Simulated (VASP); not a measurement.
# BN (P1) in VASP: relaxation of cell and atoms with r2SCAN

Aim: the relaxation of cell and atoms of BN with r2SCAN.

Program: VASP 6.6.1. These are calculated values, not measurements. Logs are shortened: lines on timing, memory, paths and dates and some standing lists are left out, and cuts for length are marked.

## (1) The cell of the first run

The typed cell holds 4 atoms: a = 2.544 Å, b = 2.544 Å, c = 4.208 Å, α = 90.00°, β = 90.00°, γ = 120.00°.

## (2) Relaxation of cell and atoms, r2SCAN

File POSCAR:

```
BN
1.0
    2.5439665245      0.0000000000      0.0000000000
   -1.2719832623      2.2031396366      0.0000000000
    0.0000000000      0.0000000000      4.2077449336
B N
2 2
Direct
    0.6638283876      0.3472345333      1.0070933462
    0.3304950542      0.6805678666      0.5070933462
    0.6695049458      0.3194321334      0.6179066538
    0.3361716124      0.6527654667      0.1179066538
```

File INCAR.step1:

```
PREC = Accurate ; ENCUT = 600
ISMEAR = 0 ; SIGMA = 0.05
LREAL = F ; LASPH = T
NELM = 80 ; GGA = PE
ALGO = Normal ; EDIFF = 1E-4
LWAVE = T ; LCHARG = F
```

File INCAR.step2:

```
PREC = Accurate ; ENCUT = 600
EDIFF = 1E-6 ; ISMEAR = 0
SIGMA = 0.05 ; LREAL = F
LASPH = T ; NELM = 80
ALGO = Normal ; ISIF = 3
LWAVE = F ; LCHARG = F
METAGGA = R2SCAN ; LMIXTAU = T
IBRION = 2 ; NSW = 100
EDIFFG = -0.01 ; ISTART = 1
```

File KPOINTS:

```
Automatic mesh
0
Gamma
  12 12 6
```

Potentials or basis: VASP PAW PBE potentials, release 64 (B, N).

Started as:

```bash
$ cat potpaw_PBE.64/B/POTCAR potpaw_PBE.64/N/POTCAR > POTCAR
$ cp INCAR.step1 INCAR
$ mpirun -np 1 vasp_std > vasp.out
$ cp INCAR.step2 INCAR
$ mpirun -np 1 vasp_std > vasp.out
```

OUTCAR:

```text
PREC = Accurate
   ENCUT = 600
   EDIFF = 1E-6
   ISMEAR = 0
   LREAL = F
   LASPH = T
   NELM = 80
   ISIF = 3
   METAGGA = R2SCAN
   IBRION = 2
   NSW = 100
   EDIFFG = -0.01
   ISTART = 1

 ion  position               nearest neighbor table
   1  0.664  0.347  0.007-   4 1.47   4 1.55   4 1.60   3 1.64
   2  0.330  0.681  0.507-   3 1.48   3 1.53   3 1.61   4 1.64
   3  0.670  0.319  0.618-   2 1.48   2 1.53   2 1.61   1 1.64
   4  0.336  0.653  0.118-   1 1.47   1 1.55   1 1.60   2 1.64

  LATTYP: Found a hexagonal cell.
 ALAT       =     2.5439665245
 C/A-ratio  =     1.6540095528

  Lattice vectors:

 A1 = (   2.5439665245,   0.0000000000,   0.0000000000)
 A2 = (  -1.2719832623,   2.2031396366,   0.0000000000)
 A3 = (   0.0000000000,   0.0000000000,   4.2077449336)

Analysis of symmetry for initial positions (statically):
=====================================================================
 Subroutine PRICEL returns:
 Original cell was already a primitive cell.

 Routine SETGRP: Setting up the symmetry group for a
 hexagonal supercell.

 Subroutine GETGRP returns: Found  1 space group operations
 (whereof  1 operations were pure point group operations)
 out of a pool of 24 trial point group operations.

The static configuration has the point symmetry C_1 .

Analysis of symmetry for dynamics (positions and initial velocities):
=====================================================================
 Subroutine PRICEL returns:
 Original cell was already a primitive cell.

 Routine SETGRP: Setting up the symmetry group for a
 hexagonal supercell.

 Subroutine GETGRP returns: Found  1 space group operations
 (whereof  1 operations were pure point group operations)
 out of a pool of 24 trial point group operations.

The dynamic configuration has the point symmetry C_1 .

 Subroutine INISYM returns: Found  1 space group operations
 (whereof  1 operations are pure point group operations),
 and found     1 'primitive' translations

----------------------------------------------------------------------------------------

                                     Primitive cell

  volume of cell :      23.5832

  direct lattice vectors                    reciprocal lattice vectors
     2.543966525  0.000000000  0.000000000     0.393086933  0.226948847  0.000000000
    -1.271983262  2.203139637  0.000000000     0.000000000  0.453897694  0.000000000
     0.000000000  0.000000000  4.207744934     0.000000000  0.000000000  0.237656991

  length of vectors
     2.543966525  2.543966525  4.207744934     0.453897694  0.453897694  0.237656991

  position of ions in fractional coordinates (direct lattice)
     0.663828388  0.347234533  0.007093346
     0.330495054  0.680567867  0.507093346
     0.669504946  0.319432133  0.617906654
     0.336171612  0.652765467  0.117906654

  ion indices of the primitive-cell ions
   primitive index   ion index
                 1           1
                 2           2
                 3           3
                 4           4

----------------------------------------------------------------------------------------

 KPOINTS: Automatic mesh

Automatic generation of k-mesh.
 Grid dimensions read from file:
 generate k-points for:   12   12    6

 Generating k-lattice:

  Cartesian coordinates                     Fractional coordinates (reciprocal lattice)
     0.032757244  0.018912404  0.000000000     0.083333333  0.000000000  0.000000000
     0.000000000  0.037824808  0.000000000     0.000000000  0.083333333  0.000000000
     0.000000000  0.000000000  0.039609499     0.000000000  0.000000000  0.166666667

  Length of vectors
     0.037824808  0.037824808  0.039609499

  Shift w.r.t. Gamma in fractional coordinates (k-lattice)
     0.000000000  0.000000000  0.000000000

 Subroutine IBZKPT returns following result:
 ===========================================

 Found    436 irreducible k-points:

 Following reciprocal coordinates:
            Coordinates               Weight
  0.000000  0.000000  0.000000      1.000000
  0.083333  0.000000  0.000000      2.000000
  0.000000  0.083333  0.000000      2.000000
 -0.083333  0.083333  0.000000      2.000000
  0.166667 -0.000000  0.000000      2.000000
  0.000000  0.166667  0.000000      2.000000
[... 16 lines left out ...]
  0.166667  0.083333  0.000000      2.000000
 -0.083333  0.250000  0.000000      2.000000
 [... further k-points ...]
   k-points           NKPTS =    436   k-points in BZ     NKDIM =    436   number of bands    NBANDS=     12
   number of dos      NEDOS =    301   number of ions     NIONS =      4
   total plane-waves  NPLWV =  14400
   dimension x,y,z NGX =    20 NGY =   20 NGZ =   36
   dimension x,y,z NGXF=    40 NGYF=   40 NGZF=   72
   ions per type =               2   2
   NGX,Y,Z   is equivalent  to a cutoff of  13.07, 13.07, 14.22 a.u.
   NGXF,Y,Z  is equivalent  to a cutoff of  26.14, 26.14, 28.45 a.u.
 SYSTEM =  unknown system
   PREC   = accura    normal or accurate (medium, high low for compatibility)
   ISTART =      1    job   : 0-new  1-cont  2-samecut
   ICHARG =      0    charge: 1-file 2-atom 10-const
   ISPIN  =      1    spin polarized calculation?
   LNONCOLLINEAR =      F non collinear calculations
   LSORBIT =      F    spin-orbit coupling
   LASPH  =      T    aspherical Exc in radial PAW
   ENCUT  =  600.0 eV  44.10 Ry    6.64 a.u.   5.08  5.08  8.40*2*pi/ulx,y,z
   NELM   =     80;   NELMIN=  2; NELMDL=  0     # of ELM steps
   EDIFF  = 0.1E-05   stopping-criterion for ELM
   LREAL  =      F    real-space projection
   EDIFFG = -.1E-01   stopping-criterion for IOM
   NSW    =    100    number of steps for IOM
   IBRION =      2    ionic relax: 0-MD 1-quasi-New 2-CG
   NFREE  =      1    steps in history (QN), initial steepest desc. (CG)
   ISIF   =      3    stress and relaxation
   ISYM   =      2    0-nonsym 1-usesym 2-fastsym
   POTIM  = 0.5000    time-step for ionic-motion
   TEBEG  =    0.0;   TEEND  =   0.0 temperature during run
   PSTRESS=    0.0 pullay stress
   NELECT =      16.0000    total number of electrons
   NUPDOWN=      -1.0000    fix difference up-down
   EMIN   =  10.00;   EMAX   =-10.00  energy-range for DOS
   EFERMI =   0.00;   METHOD = LEGACY
   ISMEAR =     0;   SIGMA  =   0.05  broadening in eV -4-tet -1-fermi 0-gaus
   EFERMI_NEDOS =   21; number of points for ismear=-14 and -15
   IALGO  =     38    algorithm
   IMIX   =      4    mixing-type and parameters
     AMIX     =   0.40;   BMIX     =  1.00
     AMIX_MAG =   1.60;   BMIX_MAG =  1.00
  volume/ion in A,a.u.               =       5.90        39.79
  Fermi-wavevector in a.u.,A,eV,Ry     =   1.438513  2.718396 28.154815  2.069321
  Thomas-Fermi vector in A             =   2.557472
   LORBIT       =      0    0 simple, 1 ext, 2 COOP (PROOUT), +10 PAW based schemes
   METAGGA = R2SCAN    functional components
   LHFCALC =     F    Hartree Fock is set to
   AEXX    =    0.0000 exact exchange contribution
   IVDW    =     0    specifies the selected vdW correction
   LEPSILON=     F    determine dielectric tensor
   LRPA    =     F    only Hartree local field effects (RPA)
 conjugate gradient relaxation of ions
 non-spin polarized calculation
 Gauss-broadening in eV      SIGMA  =   0.05
  energy-cutoff  :      600.00
  volume of cell :       23.58
 maximum number of plane-waves:       802
   NGX = 11   NGY = 11   NGZ = 17

--------------------------------------- Ionic step        1  -------------------------------------------

 number of electron      15.9999999 magnetization

 Free energy of the ion-electron system (eV)
  ---------------------------------------------------
  ext. energy  EPLUGINS =         0.00000000
  ---------------------------------------------------
  free energy    TOTEN  =       -38.01504518 eV

  energy without entropy =      -38.01504518  energy(sigma->0) =      -38.01504518

------------------------ aborting loop because EDIFF is reached ----------------------------------------

  FORCE on cell =-STRESS in cart. coord.  units (eV):
  Direction    XX          YY          ZZ          XY          YZ          ZX
  --------------------------------------------------------------------------------------
  -------------------------------------------------------------------------------------
  Total        0.6887958      0.7608340      0.7331954     -0.1843065      0.3199044     -0.2602556
  in kB       46.7948675     51.6889480     49.8112531    -12.5212714     21.7334146    -17.6810408
  external PRESSURE =      49.4316896 kB  Pullay stress =       0.0000000 kB
[... 251 lines left out ...]
  energy  without entropy=      -38.2720924061  energy(sigma->0) =      -38.27209241

--------------------------------------- Ionic step        8  -------------------------------------------

 number of electron      16.0000003 magnetization

 Free energy of the ion-electron system (eV)
  ---------------------------------------------------
  ext. energy  EPLUGINS =         0.00000000
  ---------------------------------------------------
  free energy    TOTEN  =       -38.27214619 eV

  energy without entropy =      -38.27214619  energy(sigma->0) =      -38.27214619

 E-fermi :   7.5839     XC(G=0): -13.6297

 val. band max:        7.3891575699   @ k =   0.0000   0.0000   0.0000
 cond. band min:      13.1126693537   @ k =   0.3333   0.3333   0.0000
 fundamental gap:      5.7235117838
 Fermi energy:         7.5838869204

 k-point     1 :       0.0000    0.0000    0.0000
  band No.  band energies     occupation
      1     -14.0684      2.00000
      2      -9.8422      2.00000
      3      -3.9128      2.00000
      4       5.1850      2.00000
      5       5.1854      2.00000
      6       7.1199      2.00000
      7       7.3888      2.00000
      8       7.3892      2.00000
      9      16.4516      0.00000
     10      16.4533      0.00000
     11      16.6836      0.00000
     12      17.5697      0.00000
[... 331 lines left out ...]
 k-point    24 :      -0.0833    0.2500    0.0000
  band No.  band energies     occupation
      1     -12.9936      2.00000
      2      -9.0701      2.00000
      3      -2.8476      2.00000
      4       1.6514      2.00000
      5       3.1104      2.00000
      6       4.5370      2.00000
      7       6.0671      2.00000
      8       6.1489      2.00000
      9      16.0275      0.00000
     10      17.3033      0.00000
     11      17.8377      0.00000
     12      19.4004      0.00000

 [... further k-points ...]

------------------------ aborting loop because EDIFF is reached ----------------------------------------

  FORCE on cell =-STRESS in cart. coord.  units (eV):
  Direction    XX          YY          ZZ          XY          YZ          ZX
  --------------------------------------------------------------------------------------
  -------------------------------------------------------------------------------------
  Total        0.0046430      0.0066487      0.0055961     -0.0055528     -0.0182830      0.0149014
  in kB        0.3145160      0.4503766      0.3790735     -0.3761437     -1.2384776      1.0094074
  external PRESSURE =       0.3813221 kB  Pullay stress =       0.0000000 kB
[... 19 lines left out ...]
  FREE ENERGIE OF THE ION-ELECTRON SYSTEM (eV)
  ---------------------------------------------------
  free  energy   TOTEN  =       -38.2721461894 eV

  energy  without entropy=      -38.2721461894  energy(sigma->0) =      -38.27214619

 reached required accuracy - stopping structural energy minimisation
```

Wall time 55 min (1 thread of Oxide Virtual Turin-like, shared host); peak memory 0.23 GiB.

What came out:

```yaml
Free_energy: -38.2721 eV
Relaxed_volume: 5.91 Å³/atom
Relaxed_cell: a = 2.546 Å, b = 2.546 Å, c = 4.212 Å, α = 89.97°, β = 90.02°, γ = 120.00°
Space_group_after_relaxing_to_0.1_Å: P6_3mc (No. 186)
Energy_gained_by_relaxing: 64.3 meV/atom
Ionic_steps: 8
Pressure_after_relaxing: 0.0 GPa
Largest_force_after_relaxing: 0.009 eV/Å
Band_gap_on_the_k_mesh: 5.72 eV (least direct gap 8.97 eV)
```

Forces on the atoms (eV/Å):
```
B    0.005 -0.006 -0.002
B    0.004 -0.006 -0.003
N   -0.004  0.006  0.003
N   -0.006  0.006  0.002
```

The path:
| step | energy change (eV) | largest force (eV/Å) | pressure (GPa) | volume (Å³) |
| --- | --- | --- | --- | --- |
| 1 | 0.0000 | 2.7481 | 4.94 | 23.58 |
| 2 | 0.2473 | 2.9215 | -3.12 | 24.21 |
| 3 | -0.2511 | 0.3373 | -2.53 | 23.82 |
| 4 | -0.2511 | 0.3262 | -2.44 | 23.82 |
| 5 | -0.2529 | 0.2911 | 1.66 | 23.55 |
| 6 | -0.2570 | 0.0446 | -0.29 | 23.67 |
| 7 | -0.2570 | 0.0412 | 0.24 | 23.64 |
| 8 | -0.2571 | 0.0085 | 0.04 | 23.65 |

Final structure:
```
B N
1.0
     2.54647    0.00011   -0.00042
    -1.27314    2.20521    0.00065
    -0.00068    0.00084    4.21182
B N
2 2
Direct
  0.66665 0.33338 0.99980
  0.33333 0.66672 0.49980
  0.66668 0.33328 0.62519
  0.33335 0.66661 0.12520
```

Caveat: the PAW data sets were made with another functional, which shifts forces and pressure a little. A k mesh can miss the band edges.
